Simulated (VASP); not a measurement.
# GaN (P6_3mc) in VASP: single point with r2SCAN

Aim: the single point of GaN with r2SCAN.

Everything below comes from runs of VASP 6.6.1. Logs are shortened: lines on timing, memory, paths and dates and some standing lists are left out, and cuts for length are marked.

## 1. The cell of the first run

The structure is hexagonal, space group P6_3mc (No. 186). Conventional cell: a = 3.183 Å, b = 3.183 Å, c = 5.184 Å, α = 90.00°, β = 90.00°, γ = 120.00°. Within 2.6 Å of Ga (site symmetry 3m) lie 4 N at 1.95 Å. N (site symmetry 3m) has 4 Ga at 1.95 Å within 2.6 Å.

## 2. Single point, r2SCAN

The input, POSCAR:

```
GaN
1.0
    3.1831024616      0.0000000000      0.0000000000
   -1.5915512308      2.7566475946      0.0000000000
    0.0000000000      0.0000000000      5.1835786462
Ga N
2 2
Direct
    0.3333333333      0.6666666667     -0.0008903345
    0.6666666667      0.3333333333      0.4991096655
    0.3333333333      0.6666666667      0.3758903345
    0.6666666667      0.3333333333      0.8758903345
```

The input, INCAR.step1:

```
SYSTEM = GaN
ALGO = Normal
EDIFF = 1E-4
ENCUT = 520
GGA = PE
ISMEAR = -1
LASPH = .TRUE.
LCHARG = .FALSE.
LREAL = .FALSE.
LWAVE = .TRUE.
NBANDS = 26
NELM = 60
PREC = Accurate
SIGMA = 0.1
```

The input, INCAR.step2:

```
SYSTEM = GaN
ALGO = Normal
EDIFF = 1E-6
ENCUT = 520
ISIF = 2
ISMEAR = -1
ISTART = 1
LASPH = .TRUE.
LCHARG = .FALSE.
LMIXTAU = .TRUE.
LREAL = .FALSE.
LWAVE = .FALSE.
METAGGA = R2SCAN
NBANDS = 26
NELM = 60
PREC = Accurate
SIGMA = 0.1
```

The input, KPOINTS:

```
k-points
0
G
  10 10 6
  0 0 0
```

Potentials or basis: VASP PAW PBE potentials, release 64 (Ga_d, N).

Run with:

```console
$ cat potpaw_PBE.64/Ga_d/POTCAR potpaw_PBE.64/N/POTCAR > POTCAR
$ cp INCAR.step1 INCAR
$ mpirun -np 1 vasp_std > vasp.out
$ cp INCAR.step2 INCAR
$ mpirun -np 1 vasp_std > vasp.out
```

OUTCAR:

```text
SYSTEM = GaN
   EDIFF = 1E-6
   ENCUT = 520
   ISIF = 2
   ISMEAR = -1
   ISTART = 1
   LASPH = .TRUE.
   LREAL = .FALSE.
   METAGGA = R2SCAN
   NELM = 60
   PREC = Accurate

 ion  position               nearest neighbor table
   1  0.333  0.667  0.999-   4 1.95   4 1.95   4 1.95   3 1.95
   2  0.667  0.333  0.499-   3 1.95   3 1.95   3 1.95   4 1.95
   3  0.333  0.667  0.376-   2 1.95   2 1.95   2 1.95   1 1.95
   4  0.667  0.333  0.876-   1 1.95   1 1.95   1 1.95   2 1.95

  LATTYP: Found a hexagonal cell.
 ALAT       =     3.1831024616
 C/A-ratio  =     1.6284674178

  Lattice vectors:

 A1 = (   3.1831024616,   0.0000000000,   0.0000000000)
 A2 = (  -1.5915512308,   2.7566475946,   0.0000000000)
 A3 = (   0.0000000000,   0.0000000000,   5.1835786462)

Analysis of symmetry for initial positions (statically):
=====================================================================
 Subroutine PRICEL returns:
 Original cell was already a primitive cell.

 Routine SETGRP: Setting up the symmetry group for a
 hexagonal supercell.

 Subroutine GETGRP returns: Found 12 space group operations
 (whereof  6 operations were pure point group operations)
 out of a pool of 24 trial point group operations.

The static configuration has the point symmetry C_3v.
 The point group associated with its full space group is C_6v.

Analysis of symmetry for dynamics (positions and initial velocities):
=====================================================================
 Subroutine PRICEL returns:
 Original cell was already a primitive cell.

 Routine SETGRP: Setting up the symmetry group for a
 hexagonal supercell.

 Subroutine GETGRP returns: Found 12 space group operations
 (whereof  6 operations were pure point group operations)
 out of a pool of 24 trial point group operations.

The dynamic configuration has the point symmetry C_3v.
 The point group associated with its full space group is C_6v.

 Subroutine INISYM returns: Found 12 space group operations
 (whereof  6 operations are pure point group operations),
 and found     1 'primitive' translations

----------------------------------------------------------------------------------------

                                     Primitive cell

  volume of cell :      45.4843

  direct lattice vectors                    reciprocal lattice vectors
     3.183102462  0.000000000  0.000000000     0.314158910  0.181379731  0.000000000
    -1.591551231  2.756647595  0.000000000     0.000000000  0.362759463  0.000000000
     0.000000000  0.000000000  5.183578646     0.000000000  0.000000000  0.192916915

  length of vectors
     3.183102462  3.183102462  5.183578646     0.362759463  0.362759463  0.192916915

  position of ions in fractional coordinates (direct lattice)
     0.333333333  0.666666667  0.999109666
     0.666666667  0.333333333  0.499109666
     0.333333333  0.666666667  0.375890334
     0.666666667  0.333333333  0.875890334

  ion indices of the primitive-cell ions
   primitive index   ion index
                 1           1
                 2           2
                 3           3
                 4           4

----------------------------------------------------------------------------------------

 KPOINTS: k-points

Automatic generation of k-mesh.
 Grid dimensions read from file:
 generate k-points for:   10   10    6

 Generating k-lattice:

  Cartesian coordinates                     Fractional coordinates (reciprocal lattice)
     0.031415891  0.018137973  0.000000000     0.100000000 -0.000000000  0.000000000
     0.000000000  0.036275946  0.000000000     0.000000000  0.100000000  0.000000000
     0.000000000  0.000000000  0.032152819     0.000000000  0.000000000  0.166666667

  Length of vectors
     0.036275946  0.036275946  0.032152819

  Shift w.r.t. Gamma in fractional coordinates (k-lattice)
     0.000000000  0.000000000  0.000000000

 Subroutine IBZKPT returns following result:
 ===========================================

 Found     56 irreducible k-points:

 Following reciprocal coordinates:
            Coordinates               Weight
  0.000000  0.000000  0.000000      1.000000
  0.100000  0.000000  0.000000      6.000000
  0.200000  0.000000  0.000000      6.000000
  0.300000  0.000000  0.000000      6.000000
  0.400000 -0.000000  0.000000      6.000000
  0.500000  0.000000  0.000000      3.000000
[... 16 lines left out ...]
  0.300000  0.100000  0.166667     24.000000
  0.400000  0.100000  0.166667     24.000000
 [... further k-points ...]
   k-points           NKPTS =     56   k-points in BZ     NKDIM =     56   number of bands    NBANDS=     26
   number of dos      NEDOS =    301   number of ions     NIONS =      4
   total plane-waves  NPLWV =  23040
   dimension x,y,z NGX =    24 NGY =   24 NGZ =   40
   dimension x,y,z NGXF=    48 NGYF=   48 NGZF=   80
   ions per type =               2   2
   NGX,Y,Z   is equivalent  to a cutoff of  12.53, 12.53, 12.83 a.u.
   NGXF,Y,Z  is equivalent  to a cutoff of  25.07, 25.07, 25.66 a.u.
 SYSTEM =  GaN
   PREC   = accura    normal or accurate (medium, high low for compatibility)
   ISTART =      1    job   : 0-new  1-cont  2-samecut
   ICHARG =      0    charge: 1-file 2-atom 10-const
   ISPIN  =      1    spin polarized calculation?
   LNONCOLLINEAR =      F non collinear calculations
   LSORBIT =      F    spin-orbit coupling
   LASPH  =      T    aspherical Exc in radial PAW
   ENCUT  =  520.0 eV  38.22 Ry    6.18 a.u.   5.92  5.92  9.64*2*pi/ulx,y,z
   NELM   =     60;   NELMIN=  2; NELMDL=  0     # of ELM steps
   EDIFF  = 0.1E-05   stopping-criterion for ELM
   LREAL  =      F    real-space projection
   EDIFFG = 0.1E-04   stopping-criterion for IOM
   NSW    =      0    number of steps for IOM
   IBRION =     -1    ionic relax: 0-MD 1-quasi-New 2-CG
   NFREE  =      0    steps in history (QN), initial steepest desc. (CG)
   ISIF   =      2    stress and relaxation
   ISYM   =      2    0-nonsym 1-usesym 2-fastsym
   POTIM  = 0.5000    time-step for ionic-motion
   TEBEG  =    0.0;   TEEND  =   0.0 temperature during run
   PSTRESS=    0.0 pullay stress
   NELECT =      36.0000    total number of electrons
   NUPDOWN=      -1.0000    fix difference up-down
   EMIN   =  10.00;   EMAX   =-10.00  energy-range for DOS
   EFERMI =   0.00;   METHOD = LEGACY
   ISMEAR =    -1;   SIGMA  =   0.10  broadening in eV -4-tet -1-fermi 0-gaus
   EFERMI_NEDOS =   21; number of points for ismear=-14 and -15
   IALGO  =     38    algorithm
   IMIX   =      4    mixing-type and parameters
     AMIX     =   0.40;   BMIX     =  1.00
     AMIX_MAG =   1.60;   BMIX_MAG =  1.00
  volume/ion in A,a.u.               =      11.37        76.74
  Fermi-wavevector in a.u.,A,eV,Ry     =   1.514334  2.861677 31.201002  2.293209
  Thomas-Fermi vector in A             =   2.624006
   LORBIT       =      0    0 simple, 1 ext, 2 COOP (PROOUT), +10 PAW based schemes
   METAGGA = R2SCAN    functional components
   LHFCALC =     F    Hartree Fock is set to
   AEXX    =    0.0000 exact exchange contribution
   IVDW    =     0    specifies the selected vdW correction
   LEPSILON=     F    determine dielectric tensor
   LRPA    =     F    only Hartree local field effects (RPA)
 non-spin polarized calculation
  energy-cutoff  :      520.00
  volume of cell :       45.48
 maximum number of plane-waves:      1244
 NGX is ok and might be reduce to    24
   NGX = 11   NGY = 11   NGZ = 19

 number of electron      35.9999993 magnetization

 Free energy of the ion-electron system (eV)
  ---------------------------------------------------
  ext. energy  EPLUGINS =         0.00000000
  ---------------------------------------------------
  free energy    TOTEN  =       -43.82086162 eV

  energy without entropy =      -43.82086136  energy(sigma->0) =      -43.82086149

 E-fermi :   6.3997     XC(G=0): -12.6638

 val. band max:        5.1016652235   @ k =   0.0000   0.0000   0.0000
 cond. band min:       7.4454680607   @ k =   0.0000   0.0000   0.0000
 fundamental gap:      2.3438028372
 Fermi energy:         6.3997353502

 k-point     1 :       0.0000    0.0000    0.0000
  band No.  band energies     occupation
      1     -11.7108      2.00000
      2     -10.7043      2.00000
      3      -8.7269      2.00000
      4      -8.7111      2.00000
      5      -8.7111      2.00000
      6      -8.6425      2.00000
[... 18 lines left out ...]
     25      17.5894      0.00000
     26      17.5894      0.00000

 k-point     2 :       0.1000    0.0000    0.0000
  band No.  band energies     occupation
      1     -11.6117      2.00000
      2     -10.6754      2.00000
      3      -8.7167      2.00000
      4      -8.6961      2.00000
      5      -8.6779      2.00000
      6      -8.6298      2.00000
[... 18 lines left out ...]
     25      17.1532      0.00000
     26      17.8216      0.00000

 k-point     3 :       0.2000    0.0000    0.0000
  band No.  band energies     occupation
      1     -11.3512      2.00000
      2     -10.6086      2.00000
      3      -8.6834      2.00000
      4      -8.6626      2.00000
      5      -8.6031      2.00000
      6      -8.5686      2.00000
[... 18 lines left out ...]
     25      17.3260      0.00000
     26      18.3258      0.00000

 k-point     4 :       0.3000    0.0000    0.0000
  band No.  band energies     occupation
      1     -11.0370      2.00000
      2     -10.5444      2.00000
      3      -8.6560      2.00000
      4      -8.6360      2.00000
      5      -8.5495      2.00000
      6      -8.5038      2.00000
[... 18 lines left out ...]
     25      17.3184      0.00000
     26      18.9934      0.00000

 k-point     5 :       0.4000   -0.0000    0.0000
  band No.  band energies     occupation
      1     -10.8022      2.00000
      2     -10.5096      2.00000
      3      -8.6483      2.00000
      4      -8.6268      2.00000
      5      -8.5229      2.00000
      6      -8.4651      2.00000
[... 18 lines left out ...]
     25      17.9915      0.00000
     26      19.2532      0.00000

 k-point     6 :       0.5000    0.0000    0.0000
  band No.  band energies     occupation
      1     -10.7188      2.00000
      2     -10.5019      2.00000
      3      -8.6495      2.00000
      4      -8.6257      2.00000
      5      -8.5152      2.00000
      6      -8.4675      2.00000
[... 427 lines left out ...]
 k-point    21 :       0.1000    0.1000    0.1667
  band No.  band energies     occupation
      1     -11.3609      2.00000
      2     -10.6580      2.00000
      3      -8.6861      2.00000
      4      -8.6696      2.00000
      5      -8.6148      2.00000
      6      -8.6142      2.00000
[... 18 lines left out ...]
     25      16.7446      0.00000
     26      17.9710      0.00000

 k-point    22 :       0.2000    0.1000    0.1667
  band No.  band energies     occupation
      1     -11.0872      2.00000
      2     -10.5828      2.00000
      3      -8.6538      2.00000
      4      -8.6444      2.00000
      5      -8.5777      2.00000
      6      -8.5519      2.00000
[... 18 lines left out ...]
     25      16.9876      0.00000
     26      18.5874      0.00000

 k-point    23 :       0.3000    0.1000    0.1667
  band No.  band energies     occupation
      1     -10.8328      2.00000
      2     -10.5274      2.00000
      3      -8.6427      2.00000
      4      -8.6275      2.00000
      5      -8.5411      2.00000
      6      -8.4916      2.00000
[... 18 lines left out ...]
     25      17.2662      0.00000
     26      19.0201      0.00000

 k-point    24 :       0.4000    0.1000    0.1667
  band No.  band energies     occupation
      1     -10.6895      2.00000
      2     -10.5059      2.00000
      3      -8.6479      2.00000
      4      -8.6187      2.00000
      5      -8.5213      2.00000
      6      -8.4797      2.00000
[... 18 lines left out ...]
     25      17.8951      0.00000
     26      19.3772      0.00000

 [... further k-points ...]

------------------------ aborting loop because EDIFF is reached ----------------------------------------

  FORCE on cell =-STRESS in cart. coord.  units (eV):
  Direction    XX          YY          ZZ          XY          YZ          ZX
  --------------------------------------------------------------------------------------
  -------------------------------------------------------------------------------------
  Total        0.3185096      0.3185096      0.2822577      0.0000000      0.0000000      0.0000000
  in kB       11.2194511     11.2194511      9.9424829      0.0000000      0.0000000      0.0000000
  external PRESSURE =      10.7937950 kB  Pullay stress =       0.0000000 kB

 VOLUME and BASIS-vectors are now :
 -----------------------------------------------------------------------------
  energy-cutoff  :      520.00
  volume of cell :       45.48
      direct lattice vectors                 reciprocal lattice vectors
     3.183102462  0.000000000  0.000000000     0.314158910  0.181379731  0.000000000
    -1.591551231  2.756647595  0.000000000     0.000000000  0.362759463  0.000000000
     0.000000000  0.000000000  5.183578646     0.000000000  0.000000000  0.192916915

 POSITION                                       TOTAL-FORCE (eV/Angst)
 -----------------------------------------------------------------------------------
     -0.00000      1.83777      5.17896         0.000000     -0.000000      0.005321
      1.59155      0.91888      2.58717         0.000000      0.000000      0.005321
     -0.00000      1.83777      1.94846        -0.000000     -0.000000     -0.005321
      1.59155      0.91888      4.54025        -0.000000     -0.000000     -0.005321
 -----------------------------------------------------------------------------------
    total drift:                                0.000002      0.000004      0.034474

  FREE ENERGIE OF THE ION-ELECTRON SYSTEM (eV)
  ---------------------------------------------------
  free  energy   TOTEN  =       -43.8208616221 eV

  energy  without entropy=      -43.8208613633  energy(sigma->0) =      -43.82086149
```

Run time: 4.9 min. Hardware: 1 thread of Intel Xeon 8259CL, shared host; peak memory 0.2 GiB.

What came out:

| Quantity | Value |
| --- | --- |
| Free energy | -43.8209 eV |
| Pressure | 1.1 GPa |
| Largest force | 0.005 eV/Å |
| Band gap on the k mesh | 2.34 eV |

Forces in eV/Å, atoms in the order of the input:
```
Ga   0.000  0.000  0.005
Ga   0.000  0.000  0.005
N    0.000  0.000 -0.005
N    0.000  0.000 -0.005
```

Levels at points of the mesh, in eV from the valence-band top:
```csv
k point,band 15,band 16,band 17,band 18,band 19,band 20,band 21,band 22
"(0.00, 0.00, 0.00)",-1.07,-0.04,0.00,0.00,2.34,4.81,9.96,10.59
"(0.50, 0.00, 0.00)",-4.30,-2.84,-2.24,-1.03,5.58,6.12,6.55,9.35
"(0.00, 0.00, 0.50)",-0.55,-0.55,-0.55,-0.55,4.77,4.77,9.18,9.18
"(0.50, 0.00, 0.50)",-2.01,-2.01,-1.95,-1.95,4.89,4.89,8.42,8.42
```

Caveat: the PAW data sets were made with another functional, which shifts forces and pressure a little.
